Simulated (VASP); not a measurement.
A run of VASP 6.6.1:

POSCAR

```
C
1.0
    1.7932606855      0.0000000000      0.0000000000
    0.0000000000      1.7932606855      0.0000000000
    0.0000000000      0.0000000000      1.7932606855
C
1
Direct
    0.0000000000      0.0000000000      0.0000000000
```

File INCAR.step1:

```
  PREC = Accurate
  ENCUT = 520
  ISMEAR = -1
  SIGMA = 0.1
  LREAL = False
  LASPH = True
  NELM = 100
  NBANDS = 8
  GGA = PE
  ALGO = Normal
  EDIFF = 1E-4
  LWAVE = True
  LCHARG = False
```

INCAR.step2

```
  PREC = Accurate
  ENCUT = 520
  EDIFF = 1E-6
  ISMEAR = -1
  SIGMA = 0.1
  LREAL = False
  LASPH = True
  NELM = 100
  ALGO = Normal
  ISIF = 2
  LWAVE = False
  LCHARG = True
  METAGGA = R2SCAN
  LMIXTAU = True
  LELF = True
  LVHAR = True
  NBANDS = 8
  ISTART = 1
```

File KPOINTS:

```
regular mesh
0
Gamma
  20 20 20
```

Potentials or basis: VASP PAW PBE potentials, release 64 (C).

The run is started by

```bash
$ cat potpaw_PBE.64/C/POTCAR > POTCAR
$ cp INCAR.step1 INCAR
$ mpirun -np 1 vasp_std > vasp.out
$ cp INCAR.step2 INCAR
$ mpirun -np 1 vasp_std > vasp.out
```

Hardware: 1 thread of Intel(R) Xeon(R) 6975P-C (Granite Rapids), with other jobs on the host.

Question: Estimate the wall time of this run.

Answer: It took 9.4 s on 1 thread of Intel(R) Xeon(R) 6975P-C (Granite Rapids), with other jobs on the host, peak memory 0.11 GiB. Counts: k points 286.
